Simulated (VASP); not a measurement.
# Si3Ge (Pm-3m) in VASP: a series of runs

The runs below take Si3Ge through single point, with r2SCAN.

Program: VASP 6.6.1. These are calculated values, not measurements. Logs are shortened: lines on timing, memory, paths and dates and some standing lists are left out, and cuts for length are marked.

### Step 1. The cell of the first run

The structure is cubic, space group Pm-3m (No. 221). The conventional cell has a = 3.936 Å, b = 3.936 Å, c = 3.936 Å, α = 90.00°, β = 90.00°, γ = 90.00°. Si (site symmetry 4/mmm) has 8 Si at 2.78 Å and 4 Ge at 2.78 Å within 3.7 Å. Within 3.7 Å of Ge (site symmetry m-3m) lie 12 Si at 2.78 Å.

### Step 2. Single point, r2SCAN

File POSCAR:

```
Si3Ge
1.0
    3.9364683867      0.0000000000      0.0000000000
    0.0000000000      3.9364683867      0.0000000000
    0.0000000000      0.0000000000      3.9364683867
Si Ge
3 1
Direct
    0.0000000000      0.5000000000      0.5000000000
    0.5000000000      0.0000000000      0.5000000000
    0.5000000000      0.5000000000      0.0000000000
    0.0000000000      0.0000000000      0.0000000000
```

File INCAR.step1:

```
SYSTEM = Si3Ge
  PREC = Accurate
  ENCUT = 520
  ISMEAR = 0
  SIGMA = 0.1
  LREAL = .FALSE.
  LASPH = .TRUE.
  NELM = 80
  NBANDS = 21
  GGA = PE
  ALGO = Normal
  EDIFF = 1E-4
  LWAVE = .TRUE.
  LCHARG = .FALSE.
```

File INCAR.step2:

```
SYSTEM = Si3Ge
  PREC = Accurate
  ENCUT = 520
  EDIFF = 1E-6
  ISMEAR = 0
  SIGMA = 0.1
  LREAL = .FALSE.
  LASPH = .TRUE.
  NELM = 80
  ALGO = Normal
  ISIF = 2
  LWAVE = .FALSE.
  LCHARG = .FALSE.
  METAGGA = R2SCAN
  LMIXTAU = .TRUE.
  NBANDS = 21
  ISTART = 1
```

File KPOINTS:

```
Automatic mesh
0
G
  4 4 4
  0 0 0
```

Potentials or basis: VASP PAW PBE potentials, release 64 (Si, Ge_d).

On the command line:

```sh
> cat potpaw_PBE.64/Si/POTCAR potpaw_PBE.64/Ge_d/POTCAR > POTCAR
> cp INCAR.step1 INCAR
> mpirun -np 1 vasp_std > vasp.out
> cp INCAR.step2 INCAR
> mpirun -np 1 vasp_std > vasp.out
```

OUTCAR:

```text
SYSTEM = Si3Ge
   PREC = Accurate
   ENCUT = 520
   EDIFF = 1E-6
   ISMEAR = 0
   LREAL = .FALSE.
   LASPH = .TRUE.
   NELM = 80
   ISIF = 2
   METAGGA = R2SCAN
   ISTART = 1

 ion  position               nearest neighbor table
   1  0.000  0.500  0.500-   2 2.78   3 2.78   4 2.78   3 2.78   4 2.78   2 2.78   4 2.78   4 2.78
                             2 2.78   3 2.78   3 2.78   2 2.78
   2  0.500  0.000  0.500-   1 2.78   3 2.78   4 2.78   3 2.78   4 2.78   1 2.78   3 2.78   3 2.78
                             1 2.78   4 2.78   4 2.78   1 2.78
   3  0.500  0.500  0.000-   1 2.78   2 2.78   4 2.78   1 2.78   2 2.78   2 2.78   4 2.78   2 2.78
                             1 2.78   4 2.78   1 2.78   4 2.78
   4  0.000  0.000  0.000-   1 2.78   2 2.78   3 2.78   1 2.78   2 2.78   1 2.78   3 2.78   1 2.78
                             2 2.78   3 2.78   2 2.78   3 2.78

  LATTYP: Found a simple cubic cell.
 ALAT       =     3.9364683867

  Lattice vectors:

 A1 = (   3.9364683867,   0.0000000000,   0.0000000000)
 A2 = (   0.0000000000,   3.9364683867,   0.0000000000)
 A3 = (   0.0000000000,   0.0000000000,   3.9364683867)

Analysis of symmetry for initial positions (statically):
=====================================================================
 Subroutine PRICEL returns:
 Original cell was already a primitive cell.

 Routine SETGRP: Setting up the symmetry group for a
 simple cubic supercell.

 Subroutine GETGRP returns: Found 48 space group operations
 (whereof 48 operations were pure point group operations)
 out of a pool of 48 trial point group operations.

The static configuration has the point symmetry O_h .

Analysis of symmetry for dynamics (positions and initial velocities):
=====================================================================
 Subroutine PRICEL returns:
 Original cell was already a primitive cell.

 Routine SETGRP: Setting up the symmetry group for a
 simple cubic supercell.

 Subroutine GETGRP returns: Found 48 space group operations
 (whereof 48 operations were pure point group operations)
 out of a pool of 48 trial point group operations.

The dynamic configuration has the point symmetry O_h .

 Subroutine INISYM returns: Found 48 space group operations
 (whereof 48 operations are pure point group operations),
 and found     1 'primitive' translations

----------------------------------------------------------------------------------------

                                     Primitive cell

  volume of cell :      60.9987

  direct lattice vectors                    reciprocal lattice vectors
     3.936468387  0.000000000  0.000000000     0.254034810  0.000000000  0.000000000
     0.000000000  3.936468387  0.000000000     0.000000000  0.254034810  0.000000000
     0.000000000  0.000000000  3.936468387     0.000000000  0.000000000  0.254034810

  length of vectors
     3.936468387  3.936468387  3.936468387     0.254034810  0.254034810  0.254034810

  position of ions in fractional coordinates (direct lattice)
     0.000000000  0.500000000  0.500000000
     0.500000000  0.000000000  0.500000000
     0.500000000  0.500000000  0.000000000
     0.000000000  0.000000000  0.000000000

  ion indices of the primitive-cell ions
   primitive index   ion index
                 1           1
                 2           2
                 3           3
                 4           4

----------------------------------------------------------------------------------------

 KPOINTS: Automatic mesh

Automatic generation of k-mesh.
 Grid dimensions read from file:
 generate k-points for:    4    4    4

 Generating k-lattice:

  Cartesian coordinates                     Fractional coordinates (reciprocal lattice)
     0.063508703  0.000000000  0.000000000     0.250000000  0.000000000  0.000000000
     0.000000000  0.063508703  0.000000000     0.000000000  0.250000000  0.000000000
     0.000000000  0.000000000  0.063508703     0.000000000  0.000000000  0.250000000

  Length of vectors
     0.063508703  0.063508703  0.063508703

  Shift w.r.t. Gamma in fractional coordinates (k-lattice)
     0.000000000  0.000000000  0.000000000

 Subroutine IBZKPT returns following result:
 ===========================================

 Found     10 irreducible k-points:

 Following reciprocal coordinates:
            Coordinates               Weight
  0.000000  0.000000  0.000000      1.000000
  0.250000  0.000000  0.000000      6.000000
  0.500000  0.000000  0.000000      3.000000
  0.250000  0.250000  0.000000     12.000000
  0.500000  0.250000  0.000000     12.000000
  0.500000  0.500000  0.000000      3.000000
  0.250000  0.250000  0.250000      8.000000
  0.500000  0.250000  0.250000     12.000000
  0.500000  0.500000  0.250000      6.000000
  0.500000  0.500000  0.500000      1.000000
   k-points           NKPTS =     10   k-points in BZ     NKDIM =     10   number of bands    NBANDS=     21
   number of dos      NEDOS =    301   number of ions     NIONS =      4
   total plane-waves  NPLWV =  27000
   dimension x,y,z NGX =    30 NGY =   30 NGZ =   30
   dimension x,y,z NGXF=    60 NGYF=   60 NGZF=   60
   ions per type =               3   1
   NGX,Y,Z   is equivalent  to a cutoff of  12.67, 12.67, 12.67 a.u.
   NGXF,Y,Z  is equivalent  to a cutoff of  25.34, 25.34, 25.34 a.u.
 SYSTEM =  Si3Ge
   PREC   = accura    normal or accurate (medium, high low for compatibility)
   ISTART =      1    job   : 0-new  1-cont  2-samecut
   ICHARG =      0    charge: 1-file 2-atom 10-const
   ISPIN  =      1    spin polarized calculation?
   LNONCOLLINEAR =      F non collinear calculations
   LSORBIT =      F    spin-orbit coupling
   LASPH  =      T    aspherical Exc in radial PAW
   ENCUT  =  520.0 eV  38.22 Ry    6.18 a.u.   7.32  7.32  7.32*2*pi/ulx,y,z
   NELM   =     80;   NELMIN=  2; NELMDL=  0     # of ELM steps
   EDIFF  = 0.1E-05   stopping-criterion for ELM
   LREAL  =      F    real-space projection
   EDIFFG = 0.1E-04   stopping-criterion for IOM
   NSW    =      0    number of steps for IOM
   IBRION =     -1    ionic relax: 0-MD 1-quasi-New 2-CG
   NFREE  =      0    steps in history (QN), initial steepest desc. (CG)
   ISIF   =      2    stress and relaxation
   ISYM   =      2    0-nonsym 1-usesym 2-fastsym
   POTIM  = 0.5000    time-step for ionic-motion
   TEBEG  =    0.0;   TEEND  =   0.0 temperature during run
   PSTRESS=    0.0 pullay stress
   NELECT =      26.0000    total number of electrons
   NUPDOWN=      -1.0000    fix difference up-down
   EMIN   =  10.00;   EMAX   =-10.00  energy-range for DOS
   EFERMI =   0.00;   METHOD = LEGACY
   ISMEAR =     0;   SIGMA  =   0.10  broadening in eV -4-tet -1-fermi 0-gaus
   EFERMI_NEDOS =   21; number of points for ismear=-14 and -15
   IALGO  =     38    algorithm
   IMIX   =      4    mixing-type and parameters
     AMIX     =   0.40;   BMIX     =  1.00
     AMIX_MAG =   1.60;   BMIX_MAG =  1.00
  volume/ion in A,a.u.               =      15.25       102.91
  Fermi-wavevector in a.u.,A,eV,Ry     =   1.232043  2.328224 20.652689  1.517930
  Thomas-Fermi vector in A             =   2.366829
   LORBIT       =      0    0 simple, 1 ext, 2 COOP (PROOUT), +10 PAW based schemes
   METAGGA = R2SCAN    functional components
   LHFCALC =     F    Hartree Fock is set to
   AEXX    =    0.0000 exact exchange contribution
   IVDW    =     0    specifies the selected vdW correction
   LEPSILON=     F    determine dielectric tensor
   LRPA    =     F    only Hartree local field effects (RPA)
 non-spin polarized calculation
 Gauss-broadening in eV      SIGMA  =   0.10
  energy-cutoff  :      520.00
  volume of cell :       61.00
 maximum number of plane-waves:      1671
 NGX is ok and might be reduce to    30

 number of electron      26.0000023 magnetization

 Free energy of the ion-electron system (eV)
  ---------------------------------------------------
  ext. energy  EPLUGINS =         0.00000000
  ---------------------------------------------------
  free energy    TOTEN  =       -36.89998932 eV

  energy without entropy =      -36.88907908  energy(sigma->0) =      -36.89453420

 E-fermi :   9.6758     XC(G=0): -12.2504

 val. band max:        9.6310546834   @ k =   0.5000   0.5000   0.0000
 cond. band min:       9.8812839122   @ k =   0.2500   0.2500   0.0000
 fundamental gap:      0.2502292289
 Fermi energy:         9.6757665141

 k-point     1 :       0.0000    0.0000    0.0000
  band No.  band energies     occupation
      1     -16.0774      2.00000
      2     -16.0774      2.00000
      3     -16.0742      2.00000
      4     -16.0742      2.00000
      5     -16.0742      2.00000
      6      -5.7047      2.00000
[... 13 lines left out ...]
     20      14.6227      0.00000
     21      14.6227      0.00000

 k-point     2 :       0.2500    0.0000    0.0000
  band No.  band energies     occupation
      1     -16.0770      2.00000
      2     -16.0761      2.00000
      3     -16.0761      2.00000
      4     -16.0741      2.00000
      5     -16.0726      2.00000
      6      -5.0777      2.00000
[... 13 lines left out ...]
     20      17.2832      0.00000
     21      17.7903      0.00000

 k-point     3 :       0.5000    0.0000    0.0000
  band No.  band energies     occupation
      1     -16.0779      2.00000
      2     -16.0779      2.00000
      3     -16.0765      2.00000
      4     -16.0739      2.00000
      5     -16.0679      2.00000
      6      -3.3844      2.00000
[... 13 lines left out ...]
     20      15.3581      0.00000
     21      15.5942      0.00000

 k-point     4 :       0.2500    0.2500    0.0000
  band No.  band energies     occupation
      1     -16.0784      2.00000
      2     -16.0759      2.00000
      3     -16.0759      2.00000
      4     -16.0745      2.00000
      5     -16.0699      2.00000
      6      -4.4519      2.00000
[... 13 lines left out ...]
     20      15.0156      0.00000
     21      16.8986      0.00000

 k-point     5 :       0.5000    0.2500    0.0000
  band No.  band energies     occupation
      1     -16.0807      2.00000
      2     -16.0777      2.00000
      3     -16.0757      2.00000
      4     -16.0736      2.00000
      5     -16.0657      2.00000
      6      -2.7688      2.00000
[... 13 lines left out ...]
     20      16.5184      0.00000
     21      16.6473      0.00000

 k-point     6 :       0.5000    0.5000    0.0000
  band No.  band energies     occupation
      1     -16.0835      2.00000
      2     -16.0775      2.00000
      3     -16.0775      2.00000
      4     -16.0719      2.00000
      5     -16.0623      2.00000
      6      -1.2015      2.00000
[... 13 lines left out ...]
     20      17.0845      0.00000
     21      17.3603      0.00000

 k-point     7 :       0.2500    0.2500    0.2500
  band No.  band energies     occupation
      1     -16.0783      2.00000
      2     -16.0781      2.00000
      3     -16.0781      2.00000
      4     -16.0696      2.00000
      5     -16.0696      2.00000
      6      -3.8276      2.00000
[... 13 lines left out ...]
     20      17.2637      0.00000
     21      17.5116      0.00000

 k-point     8 :       0.5000    0.2500    0.2500
  band No.  band energies     occupation
      1     -16.0805      2.00000
      2     -16.0803      2.00000
      3     -16.0779      2.00000
      4     -16.0694      2.00000
      5     -16.0648      2.00000
      6      -2.1559      2.00000
[... 13 lines left out ...]
     20      16.5624      0.00000
     21      16.6947      0.00000

 k-point     9 :       0.5000    0.5000    0.2500
  band No.  band energies     occupation
      1     -16.0831      2.00000
      2     -16.0801      2.00000
      3     -16.0801      2.00000
      4     -16.0670      2.00000
      5     -16.0622      2.00000
      6      -0.6243      2.00000
[... 13 lines left out ...]
     20      17.5963      0.00000
     21      17.6509      0.00000

 k-point    10 :       0.5000    0.5000    0.5000
  band No.  band energies     occupation
      1     -16.0828      2.00000
      2     -16.0828      2.00000
      3     -16.0828      2.00000
      4     -16.0621      2.00000
      5     -16.0621      2.00000
      6       0.5487      2.00000
[... 13 lines left out ...]
     20      18.5462      0.00000
     21      18.5462      0.00000

------------------------ aborting loop because EDIFF is reached ----------------------------------------

  FORCE on cell =-STRESS in cart. coord.  units (eV):
  Direction    XX          YY          ZZ          XY          YZ          ZX
  --------------------------------------------------------------------------------------
  -------------------------------------------------------------------------------------
  Total        1.0555736      1.0555736      1.0555736     -0.0000000      0.0000000     -0.0000000
  in kB       27.7254624     27.7254624     27.7254624     -0.0000000      0.0000000     -0.0000000
  external PRESSURE =      27.7254624 kB  Pullay stress =       0.0000000 kB

 VOLUME and BASIS-vectors are now :
 -----------------------------------------------------------------------------
  energy-cutoff  :      520.00
  volume of cell :       61.00
      direct lattice vectors                 reciprocal lattice vectors
     3.936468387  0.000000000  0.000000000     0.254034810  0.000000000  0.000000000
     0.000000000  3.936468387  0.000000000     0.000000000  0.254034810  0.000000000
     0.000000000  0.000000000  3.936468387     0.000000000  0.000000000  0.254034810

 POSITION                                       TOTAL-FORCE (eV/Angst)
 -----------------------------------------------------------------------------------
      0.00000      1.96823      1.96823         0.000000      0.000000      0.000000
      1.96823      0.00000      1.96823         0.000000      0.000000      0.000000
      1.96823      1.96823      0.00000         0.000000      0.000000      0.000000
      0.00000      0.00000      0.00000         0.000000      0.000000      0.000000
 -----------------------------------------------------------------------------------
    total drift:                                0.000000     -0.000000     -0.000000

  FREE ENERGIE OF THE ION-ELECTRON SYSTEM (eV)
  ---------------------------------------------------
  free  energy   TOTEN  =       -36.8999893174 eV

  energy  without entropy=      -36.8890790819  energy(sigma->0) =      -36.89453420
```

Wall time 25 s (1 thread of Intel Xeon 6975P-C (Granite Rapids), shared host); peak memory 0.17 GiB.

Results:

| Quantity | Value |
| --- | --- |
| Free energy | -36.9000 eV |
| Pressure | 2.8 GPa |
| Band gap on the k mesh | zero (band 13 reaches 12.57 eV, above the bottom of band 14 at 8.05 eV) |

Caveat: the k points lie up to 0.40 Å⁻¹ apart; the PAW data sets were made with another functional, which shifts forces and pressure a little.

### Step 3. Single point, r2SCAN

This run uses another cell than the first one, of 15.49 Å³/atom, 1.016 times its volume.

File POSCAR:

```
Si3Ge
1.0
    3.9569191703      0.0000000000      0.0000000000
    0.0000000000      3.9569191703      0.0000000000
    0.0000000000      0.0000000000      3.9569191703
Si Ge
3 1
Direct
    0.0000000000      0.5000000000      0.5000000000
    0.5000000000      0.0000000000      0.5000000000
    0.5000000000      0.5000000000      0.0000000000
    0.0000000000      0.0000000000      0.0000000000
```

File INCAR.step1:

```
SYSTEM = Si3Ge
PREC = Accurate ; ENCUT = 520
ISMEAR = 0 ; SIGMA = 0.1
LREAL = .False. ; LASPH = .True.
NELM = 80 ; NBANDS = 21
GGA = PE ; ALGO = Normal
EDIFF = 1E-4 ; LWAVE = .True.
LCHARG = .False.
```

File INCAR.step2:

```
SYSTEM = Si3Ge
PREC = Accurate ; ENCUT = 520
EDIFF = 1E-6 ; ISMEAR = 0
SIGMA = 0.1 ; LREAL = .False.
LASPH = .True. ; NELM = 80
ALGO = Normal ; ISIF = 2
LWAVE = .False. ; LCHARG = .True.
METAGGA = R2SCAN ; LMIXTAU = .True.
LELF = .True. ; LVHAR = .True.
NBANDS = 21 ; ISTART = 1
```

File KPOINTS:

```
regular mesh
0
Gamma
  12 12 12
  0 0 0
```

Potentials or basis: VASP PAW PBE potentials, release 64 (Si, Ge_d).

On the command line:

```sh
> cat potpaw_PBE.64/Si/POTCAR potpaw_PBE.64/Ge_d/POTCAR > POTCAR
> cp INCAR.step1 INCAR
> mpirun -np 1 vasp_std > vasp.out
> cp INCAR.step2 INCAR
> mpirun -np 1 vasp_std > vasp.out
```

Run time: 2.3 min. Hardware: 1 thread of Intel Xeon 6975P-C (Granite Rapids), shared host; peak memory 0.23 GiB.

It converged, with:

```yaml
Free_energy: -37.0171 eV
Pressure: 0.0 GPa
Band_gap_on_the_k_mesh: zero (band 13 reaches 12.32 eV, above the bottom of band 14 at 7.91 eV)
```

Levels at points of the mesh, in eV from the Fermi level:
| k point | band 11 | band 12 | band 13 | band 14 | band 15 | band 16 |
| --- | --- | --- | --- | --- | --- | --- |
| (0.00, 0.00, 0.00) | -4.60 | -4.60 | 3.00 | 3.00 | 3.00 | 3.24 |
| (0.50, 0.00, 0.00) | -3.14 | -3.08 | -3.08 | -1.42 | -1.15 | 5.38 |
| (0.50, 0.50, 0.00) | -0.81 | -0.64 | -0.64 | -0.32 | -0.01 | -0.01 |
| (0.50, 0.50, 0.50) | -7.15 | -7.15 | -7.08 | 8.36 | 8.36 | 8.36 |

Caveat: the PAW data sets were made with another functional, which shifts forces and pressure a little.

### Step 4. Single point, r2SCAN

This run uses another cell than the first one: it holds 8 atoms, not 4.

File POSCAR:

```
Si3Ge
1.0
    3.9569191703      0.0000000000      0.0000000000
    0.0000000000      3.9569191703      0.0000000000
    0.0000000000      0.0000000000      7.9138383407
Si Ge
6 2
Direct
    0.0000000000      0.5000000000      0.2500000000
    0.0000000000      0.5000000000      0.7500000000
    0.5000000000      0.0000000000      0.2500000000
    0.5000000000      0.0000000000      0.7500000000
    0.5000000000      0.5000000000      0.5000000000
    0.5000000000      0.5000000000      1.0000000000
    1.0000000000      0.0000000000      0.5000000000
    1.0000000000      0.0000000000      1.0000000000
```

File INCAR.step1:

```
SYSTEM = Si3Ge
  ALGO = Normal
  EDIFF = 1E-4
  ENCUT = 520
  GGA = PE
  ISMEAR = 0
  LASPH = .TRUE.
  LCHARG = .FALSE.
  LREAL = .FALSE.
  LWAVE = .TRUE.
  NBANDS = 36
  NELM = 100
  PREC = Accurate
  SIGMA = 0.1
```

File INCAR.step2:

```
SYSTEM = Si3Ge
  ALGO = Normal
  EDIFF = 1E-7
  ENCUT = 520
  ISIF = 2
  ISMEAR = 0
  ISTART = 1
  LASPH = .TRUE.
  LCHARG = .TRUE.
  LELF = .TRUE.
  LMIXTAU = .TRUE.
  LREAL = .FALSE.
  LVHAR = .TRUE.
  LWAVE = .FALSE.
  METAGGA = R2SCAN
  NBANDS = 36
  NELM = 100
  PREC = Accurate
  SIGMA = 0.1
```

File KPOINTS:

```
k-points
0
G
  6 6 4
  0 0 0
```

On the command line:

```sh
> cat potpaw_PBE.64/Si/POTCAR potpaw_PBE.64/Ge_d/POTCAR > POTCAR
> cp INCAR.step1 INCAR
> mpirun -np 1 vasp_std > vasp.out
> cp INCAR.step2 INCAR
> mpirun -np 1 vasp_std > vasp.out
```

It took 3.5 min on 1 thread of Intel Xeon 6975P-C (Granite Rapids), shared host; peak memory 0.29 GiB.

The run converged, but its numbers aren't listed here, since they failed a check.

Caveat: the PAW data sets were made with another functional, which shifts forces and pressure a little.
